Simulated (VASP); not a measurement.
# InGa2N3 (Cmc2_1) in VASP: notebook

Runs on InGa2N3. Level: PBE. Tasks: single point.

All numbers are computed with VASP 6.6.1; they aren't measurements. Logs are shortened: lines on timing, memory, paths and dates and some standing lists are left out, and cuts for length are marked.

## Step 1: The cell of the first run

The structure is orthorhombic, space group Cmc2_1 (No. 36). The conventional cell has a = 10.422 Å, b = 6.012 Å, c = 5.276 Å, α = 90.00°, β = 90.00°, γ = 90.00°. In (site symmetry m) has 4 N at 2.21 to 2.25 Å within 2.9 Å. Ga (site symmetry 1) has 4 N at 1.98 to 2.03 Å within 2.6 Å. Within 2.6 Å of N (site symmetry 1) lie 3 Ga at 1.98 to 2.02 Å and 1 In at 2.23 Å. Within 2.7 Å of N (site symmetry m) lie 2 Ga at 2.03 Å and 2 In at 2.21 to 2.25 Å.

## Step 2: Single point, PBE (biaxial strain in the a-b plane: +4.0 %, then relaxed in part)

The input, INCAR:

```
SYSTEM = InGa2N3
ALGO     = Normal         ! electronic algorithm
EDIFF    = 1E-6           ! SCF threshold, eV
ENCUT    = 600            ! plane-wave cutoff, eV
GGA      = PE             ! functional
GGA_COMPAT= .False.      
ISIF     = 2              ! what is computed and relaxed
ISMEAR   = 0              ! smearing method
LASPH    = .True.         ! aspherical terms in the spheres
LCHARG   = .False.        ! write CHGCAR
LREAL    = .False.        ! projectors in reciprocal space
LWAVE    = .False.        ! write WAVECAR
NBANDS   = 66             ! bands
NELM     = 120            ! most SCF steps
PREC     = Accurate       ! precision mode
SIGMA    = 0.02           ! smearing width, eV
```

The input, KPOINTS:

```
k-points
0
Gamma
  6 6 6
  0 0 0
```

The input, POSCAR:

```
InGa2N3
1.0
    5.2109024185     -3.0058076101      0.0000000000
    5.2109024185      3.0058076101      0.0000000000
    0.0000000000      0.0000000000      5.2758056631
In Ga N
2 4 6
Direct
    0.3254991832      0.6745008168      0.9810514672
    0.6745008168      0.3254991832      0.4810514672
    0.0075508370      0.3335873994      0.9891785221
    0.6664126006      0.9924491630      0.9891785221
    0.9924491630      0.6664126006      0.4891785221
    0.3335873994      0.0075508370      0.4891785221
    0.0263147553      0.3339280458      0.3644496172
    0.6660719542      0.9736852447      0.3644496172
    0.9736852447      0.6660719542      0.8644496172
    0.3339280458      0.0263147553      0.8644496172
    0.3073607642      0.6926392358      0.3996932542
    0.6926392358      0.3073607642      0.8996932542
```

Potentials or basis: VASP PAW PBE potentials, release 64 (In_d, Ga_d, N).

Run with:

```console
> cat potpaw_PBE.64/In_d/POTCAR potpaw_PBE.64/Ga_d/POTCAR potpaw_PBE.64/N/POTCAR > POTCAR
> mpirun -np 1 vasp_std > vasp.out
```

OUTCAR:

```text
SYSTEM = InGa2N3
   EDIFF = 1E-6
   ENCUT = 600
   GGA = PE
   ISIF = 2
   ISMEAR = 0
   LASPH = .True.
   LREAL = .False.
   NELM = 120
   PREC = Accurate

 ion  position               nearest neighbor table
   1  0.325  0.675  0.981-  11 2.21  10 2.23   9 2.23  12 2.25   5 3.29   6 3.29   5 3.36   6 3.36
                             2 3.37   2 3.37   3 3.43   4 3.43   3 3.43   4 3.43
   2  0.675  0.325  0.481-  12 2.21   8 2.23   7 2.23  11 2.25   3 3.29   4 3.29   3 3.36   4 3.36
                             1 3.37   1 3.37   6 3.43   5 3.43   5 3.43   6 3.43
   3  0.008  0.334  0.989-   7 1.98   9 2.02  10 2.02  12 2.03   2 3.29   2 3.36   1 3.43   1 3.43

   4  0.666  0.992  0.989-   8 1.98  10 2.02   9 2.02  12 2.03   2 3.29   2 3.36   1 3.43   1 3.43

   5  0.992  0.666  0.489-   9 1.98   7 2.02   8 2.02  11 2.03   1 3.29   1 3.36   2 3.43   2 3.43

   6  0.334  0.008  0.489-  10 1.98   8 2.02   7 2.02  11 2.03   1 3.29   1 3.36   2 3.43   2 3.43

   7  0.026  0.334  0.364-   3 1.98   5 2.02   6 2.02   2 2.23
   8  0.666  0.974  0.364-   4 1.98   6 2.02   5 2.02   2 2.23
   9  0.974  0.666  0.864-   5 1.98   3 2.02   4 2.02   1 2.23
  10  0.334  0.026  0.864-   6 1.98   4 2.02   3 2.02   1 2.23
  11  0.307  0.693  0.400-   5 2.03   6 2.03   1 2.21   2 2.25
  12  0.693  0.307  0.900-   3 2.03   4 2.03   2 2.21   1 2.25

  LATTYP: Found a base centered orthorhombic cell.
 ALAT       =     6.0116152202
 B/A-ratio  =     1.7336114264
 C/A-ratio  =     0.8776020204

  Lattice vectors:

 A1 = (  -5.2109024185,  -3.0058076101,   0.0000000000)
 A2 = (   5.2109024185,  -3.0058076101,   0.0000000000)
 A3 = (   0.0000000000,   0.0000000000,   5.2758056631)

Analysis of symmetry for initial positions (statically):
=====================================================================
 Subroutine PRICEL returns:
 Original cell was already a primitive cell.

 Routine SETGRP: Setting up the symmetry group for a
 base centered orthorhombic supercell.

 Subroutine GETGRP returns: Found  4 space group operations
 (whereof  2 operations were pure point group operations)
 out of a pool of  8 trial point group operations.

The static configuration has the point symmetry C_1h.
 The point group associated with its full space group is C_2v.

Analysis of symmetry for dynamics (positions and initial velocities):
=====================================================================
 Subroutine PRICEL returns:
 Original cell was already a primitive cell.

 Routine SETGRP: Setting up the symmetry group for a
 base centered orthorhombic supercell.

[... 138 lines left out ...]
   EMIN   =  10.00;   EMAX   =-10.00  energy-range for DOS
   EFERMI =   0.00;   METHOD = LEGACY
   ISMEAR =     0;   SIGMA  =   0.02  broadening in eV -4-tet -1-fermi 0-gaus
   EFERMI_NEDOS =   21; number of points for ismear=-14 and -15
   IALGO  =     38    algorithm
   IMIX   =      4    mixing-type and parameters
     AMIX     =   0.40;   BMIX     =  1.00
     AMIX_MAG =   1.60;   BMIX_MAG =  1.00
  volume/ion in A,a.u.               =      13.77        92.94
  Fermi-wavevector in a.u.,A,eV,Ry     =   1.420644  2.684627 27.459659  2.018228
  Thomas-Fermi vector in A             =   2.541537
   LORBIT       =      0    0 simple, 1 ext, 2 COOP (PROOUT), +10 PAW based schemes
   GGA     = PE    functional components
   LHFCALC =     F    Hartree Fock is set to
   AEXX    =    0.0000 exact exchange contribution
   IVDW    =     0    specifies the selected vdW correction
   LEPSILON=     F    determine dielectric tensor
   LRPA    =     F    only Hartree local field effects (RPA)
 non-spin polarized calculation
 Gauss-broadening in eV      SIGMA  =   0.02
  energy-cutoff  :      600.00
  volume of cell :      165.27
 maximum number of plane-waves:      5546
   NGX = 25   NGY = 25   NGZ = 21

 number of electron     108.0000002 magnetization

 Free energy of the ion-electron system (eV)
  ---------------------------------------------------
  ext. energy  EPLUGINS =         0.00000000
  ---------------------------------------------------
  free energy    TOTEN  =       -69.45477467 eV

  energy without entropy =      -69.45477467  energy(sigma->0) =      -69.45477467

 E-fermi :   5.1621     XC(G=0): -10.9154

 val. band max:        5.0591182279   @ k =   0.0000   0.0000   0.0000
 cond. band min:       5.5600980934   @ k =   0.0000   0.0000   0.0000
 fundamental gap:      0.5009798655
 Fermi energy:         5.1620947848

 k-point     1 :       0.0000    0.0000    0.0000
  band No.  band energies     occupation
      1      -9.9256      2.00000
      2      -9.6426      2.00000
      3      -9.5734      2.00000
      4      -9.5692      2.00000
      5      -9.5152      2.00000
      6      -9.4842      2.00000
[... 1645 lines left out ...]
     65      12.0645      0.00000
     66      12.6225      0.00000

 [... further k-points ...]

------------------------ aborting loop because EDIFF is reached ----------------------------------------

  FORCE on cell =-STRESS in cart. coord.  units (eV):
  Direction    XX          YY          ZZ          XY          YZ          ZX
  --------------------------------------------------------------------------------------
  -------------------------------------------------------------------------------------
  Total      -11.6614867    -11.6847227      0.1186174      0.0000000      0.0000000      0.0000000
  in kB     -113.0502686   -113.2755263      1.1499163      0.0000000      0.0000000      0.0000000
  external PRESSURE =     -75.0586262 kB  Pullay stress =       0.0000000 kB

 VOLUME and BASIS-vectors are now :
 -----------------------------------------------------------------------------
  energy-cutoff  :      600.00
  volume of cell :      165.27
      direct lattice vectors                 reciprocal lattice vectors
     5.210902418 -3.005807610  0.000000000     0.095952670 -0.166344645  0.000000000
     5.210902418  3.005807610  0.000000000     0.095952670  0.166344645  0.000000000
     0.000000000  0.000000000  5.275805663     0.000000000  0.000000000  0.189544510

 POSITION                                       TOTAL-FORCE (eV/Angst)
 -----------------------------------------------------------------------------------
      5.21090      1.04903      5.17584        -0.000000     -0.000865     -0.008854
      5.21090     -1.04903      2.53793        -0.000000      0.000865     -0.008854
      1.77764      0.98000      5.21871         0.000544     -0.000035      0.001713
      8.64417      0.98000      5.21871        -0.000544     -0.000035      0.001713
      8.64417     -0.98000      2.58081        -0.000544      0.000035      0.001713
      1.77764     -0.98000      2.58081         0.000544      0.000035      0.001713
      1.87719      0.92463      1.92277         0.001919     -0.000811     -0.002791
      8.54461      0.92463      1.92277        -0.001919     -0.000811     -0.002791
      8.54461     -0.92463      4.56067        -0.001919      0.000811     -0.002791
      1.87719     -0.92463      4.56067         0.001919      0.000811     -0.002791
      5.21090      1.15807      2.10870        -0.000000     -0.000737      0.011010
      5.21090     -1.15807      4.74661        -0.000000      0.000737      0.011010
 -----------------------------------------------------------------------------------
    total drift:                                0.000000     -0.000000     -0.000733

  FREE ENERGIE OF THE ION-ELECTRON SYSTEM (eV)
  ---------------------------------------------------
  free  energy   TOTEN  =       -69.4547746700 eV

  energy  without entropy=      -69.4547746700  energy(sigma->0) =      -69.45477467
```

OSZICAR:

```text
N       E                     dE             d eps       ncg     rms          rms(c)
DAV:   1     0.148091485663E+04    0.14809E+04   -0.51825E+04  7482   0.299E+03
DAV:   2     0.295071832539E+03   -0.11858E+04   -0.11287E+04  6864   0.831E+02
DAV:   3    -0.396039634273E+02   -0.33468E+03   -0.32000E+03  7866   0.296E+02
DAV:   4    -0.792972756366E+02   -0.39693E+02   -0.38952E+02  8882   0.997E+01
DAV:   5    -0.813630634152E+02   -0.20658E+01   -0.20464E+01  9728   0.239E+01    0.201E+01
DAV:   6    -0.689947988334E+02    0.12368E+02   -0.44962E+01 12116   0.562E+01    0.129E+01
DAV:   7    -0.695370606709E+02   -0.54226E+00   -0.71281E+00  7934   0.131E+01    0.480E+00
DAV:   8    -0.694700361642E+02    0.67025E-01   -0.48915E-01 10154   0.531E+00    0.320E+00
DAV:   9    -0.694536339860E+02    0.16402E-01   -0.12354E-01 11768   0.481E+00    0.521E-01
DAV:  10    -0.694533535175E+02    0.28047E-03   -0.20386E-02 10378   0.140E+00    0.365E-01
DAV:  11    -0.694542472202E+02   -0.89370E-03   -0.41958E-03 11008   0.565E-01    0.255E-01
DAV:  12    -0.694547497312E+02   -0.50251E-03   -0.13145E-03 10700   0.333E-01    0.464E-02
DAV:  13    -0.694547760029E+02   -0.26272E-04   -0.36578E-04  8752   0.157E-01    0.439E-02
DAV:  14    -0.694547708210E+02    0.51819E-05   -0.45373E-05 11126   0.934E-02    0.197E-02
DAV:  15    -0.694547745535E+02   -0.37325E-05   -0.22206E-05  7864   0.290E-02    0.790E-03
DAV:  16    -0.694547746700E+02   -0.11656E-06   -0.17427E-06  5420   0.267E-02
   1 F= -.69454775E+02 E0= -.69454775E+02  d E =-.160202E-15
```

Run time: 12 min. Hardware: 1 thread of Intel Xeon Platinum 8259CL at 2.50GHz (Skylake/Cascade Lake), shared host; peak memory 0.67 GiB.

What came out:

| Quantity | Value |
| --- | --- |
| Free energy | -69.4548 eV |
| Pressure | -7.5 GPa |
| Largest force | 0.011 eV/Å |
| Band gap on the k mesh | 0.50 eV |

Forces on the atoms (eV/Å):
```
In   0.000 -0.001 -0.009
In   0.000  0.001 -0.009
Ga   0.001  0.000  0.002
Ga  -0.001  0.000  0.002
Ga  -0.001  0.000  0.002
Ga   0.001  0.000  0.002
N    0.002 -0.001 -0.003
N   -0.002 -0.001 -0.003
N   -0.002  0.001 -0.003
N    0.002  0.001 -0.003
N    0.000 -0.001  0.011
N    0.000  0.001  0.011
```

Caveat: the cell differs from its parent crystal (biaxial strain in the a-b plane: +4.0 %, then relaxed in part); the stress differs along the axes, from -11 to 0 GPa; semilocal functionals underestimate gaps, and a narrow one can read as zero; spin-orbit coupling is left out, which moves the levels of the heavy elements.

## Step 3: Single point, PBE

This run uses another cell than the first one, of 12.94 Å³/atom.

The input, INCAR:

```
SYSTEM = InGa2N3
ALGO = Normal ; EDIFF = 1E-6
ENCUT = 520 ; GGA = PE
ISIF = 2 ; ISMEAR = 0
LASPH = .True. ; LCHARG = .False.
LREAL = .False. ; LWAVE = .False.
NBANDS = 66 ; NELM = 60
PREC = Accurate ; SIGMA = 0.02
```

KPOINTS is that of step 2.

The input, POSCAR:

```
InGa2N3
1.0
    4.9998086596     -2.8840014466      0.0000000000
    4.9998086596      2.8840014466      0.0000000000
    0.0000000000      0.0000000000      5.3861404296
In Ga N
2 4 6
Direct
    0.3253328933      0.6746671067      0.9897557951
    0.6746671067      0.3253328933      0.4897557951
    0.0070090481      0.3338338080      0.9925999890
    0.6661661920      0.9929909519      0.9925999890
    0.9929909519      0.6661661920      0.4925999890
    0.3338338080      0.0070090481      0.4925999890
    0.0264649351      0.3336881087      0.3590110571
    0.6663118913      0.9735350649      0.3590110571
    0.9735350649      0.6663118913      0.8590110571
    0.3336881087      0.0264649351      0.8590110571
    0.3077682325      0.6922317675      0.3950231128
    0.6922317675      0.3077682325      0.8950231128
```

Potentials or basis: VASP PAW PBE potentials, release 64 (In_d, Ga_d, N).

Run with:

```console
> cat potpaw_PBE.64/In_d/POTCAR potpaw_PBE.64/Ga_d/POTCAR potpaw_PBE.64/N/POTCAR > POTCAR
> mpirun -np 1 vasp_std > vasp.out
```

It took 15 min on 1 thread of Intel Xeon Platinum 8259CL at 2.50GHz (Skylake/Cascade Lake), shared host; peak memory 0.57 GiB.

It converged, with:

- Free energy: -69.9050 eV
- Pressure: 1.2 GPa
- Largest force: 0.012 eV/Å
- Band gap on the k mesh: 0.91 eV

Forces on the atoms (eV/Å):
```
In   0.000  0.000 -0.001
In   0.000  0.000 -0.001
Ga   0.000  0.000 -0.001
Ga   0.000  0.000 -0.001
Ga   0.000  0.000 -0.001
Ga   0.000  0.000 -0.001
N    0.006 -0.003 -0.003
N   -0.006 -0.003 -0.003
N   -0.006  0.003 -0.003
N    0.006  0.003 -0.003
N    0.000  0.008  0.009
N    0.000 -0.008  0.009
```

Levels at points of the mesh, in eV from the valence-band top:
```tsv
k point	band 52	band 53	band 54	band 55	band 56	band 57
(0.00, 0.00, 0.00)	-0.04	0.00	0.00	0.91	3.45	5.19
(0.50, 0.00, 0.00)	-0.81	-0.79	-0.74	3.63	3.90	4.92
(0.50, 0.50, 0.00)	-0.78	-0.76	-0.64	3.53	4.18	4.34
(0.00, 0.00, 0.50)	-0.47	-0.46	-0.46	3.30	3.30	5.69
(0.50, 0.00, 0.50)	-1.39	-1.14	-1.14	3.90	3.90	4.79
(0.50, 0.50, 0.50)	-1.37	-1.23	-1.23	4.01	4.01	4.69
```

Caveat: spin-orbit coupling is left out, which moves the levels of the heavy elements.

## Step 4: Single point, PBE

The input, INCAR:

```
PREC = Accurate ; ENCUT = 600
EDIFF = 1E-6 ; ISMEAR = 0
SIGMA = 0.02 ; LREAL = F
LASPH = T ; NELM = 120
ALGO = Normal ; ISIF = 2
LWAVE = F ; LCHARG = T
GGA = PE ; LELF = T
LVHAR = T ; NBANDS = 66
GGA_COMPAT = F
```

The input, KPOINTS:

```
Automatic mesh
0
Gamma
  6 6 6
```

The input, POSCAR:

```
InGa2N3
1.0
    5.2109024185     -3.0058076101      0.0000000000
    5.2109024185      3.0058076101      0.0000000000
    0.0000000000      0.0000000000      5.2758056631
In Ga N
2 4 6
Direct
    0.3254991832      0.6745008168      0.9810514672
    0.6745008168      0.3254991832      0.4810514672
    0.0075508370      0.3335873994      0.9891785221
    0.6664126006      0.9924491630      0.9891785221
    0.9924491630      0.6664126006      0.4891785221
    0.3335873994      0.0075508370      0.4891785221
    0.0263147553      0.3339280458      0.3644496172
    0.6660719542      0.9736852447      0.3644496172
    0.9736852447      0.6660719542      0.8644496172
    0.3339280458      0.0263147553      0.8644496172
    0.3073607642      0.6926392358      0.3996932542
    0.6926392358      0.3073607642      0.8996932542
```

Run with:

```console
> cat potpaw_PBE.64/In_d/POTCAR potpaw_PBE.64/Ga_d/POTCAR potpaw_PBE.64/N/POTCAR > POTCAR
> mpirun -np 1 vasp_std > vasp.out
```

It took 19 min on 1 thread of Oxide Virtual Turin-like, shared host; peak memory 0.64 GiB.

It converged, with:

```
Free energy            : -69.4548 eV
Pressure               : -7.5 GPa
Largest force          : 0.011 eV/Å
Band gap on the k mesh : 0.50 eV
```

Forces on the atoms (eV/Å):
```
In   0.000 -0.001 -0.009
In   0.000  0.001 -0.009
Ga   0.001  0.000  0.002
Ga  -0.001  0.000  0.002
Ga  -0.001  0.000  0.002
Ga   0.001  0.000  0.002
N    0.002 -0.001 -0.003
N   -0.002 -0.001 -0.003
N   -0.002  0.001 -0.003
N    0.002  0.001 -0.003
N    0.000 -0.001  0.011
N    0.000  0.001  0.011
```

Stress tensor (GPa, compression positive):
```
-11.31   0.00   0.00
  0.00 -11.33   0.00
  0.00   0.00   0.11
```

Levels at points of the mesh, in eV from the valence-band top:
```csv
k point,band 50,band 51,band 52,band 53,band 54,band 55,band 56,band 57,band 58,band 59
"(0.00, 0.00, 0.00)",-1.18,-1.13,-0.18,-0.18,0.00,0.50,2.51,5.34,5.49,5.51
"(0.50, 0.00, 0.00)",-1.04,-0.93,-0.82,-0.80,-0.76,3.23,3.47,4.27,4.61,5.03
"(0.50, 0.50, 0.00)",-1.12,-0.98,-0.83,-0.73,-0.69,3.09,3.83,3.87,4.49,5.27
"(0.00, 0.00, 0.50)",-0.78,-0.68,-0.68,-0.63,-0.63,2.83,2.83,5.66,5.66,5.74
"(0.50, 0.00, 0.50)",-1.61,-1.41,-1.41,-0.91,-0.91,3.67,3.67,4.52,4.52,4.74
"(0.50, 0.50, 0.50)",-1.48,-1.45,-1.45,-0.97,-0.97,3.85,3.85,4.32,4.32,4.79
```

Caveat: the stress differs along the axes, from -11 to 0 GPa; semilocal functionals underestimate gaps, and a narrow one can read as zero; spin-orbit coupling is left out, which moves the levels of the heavy elements.
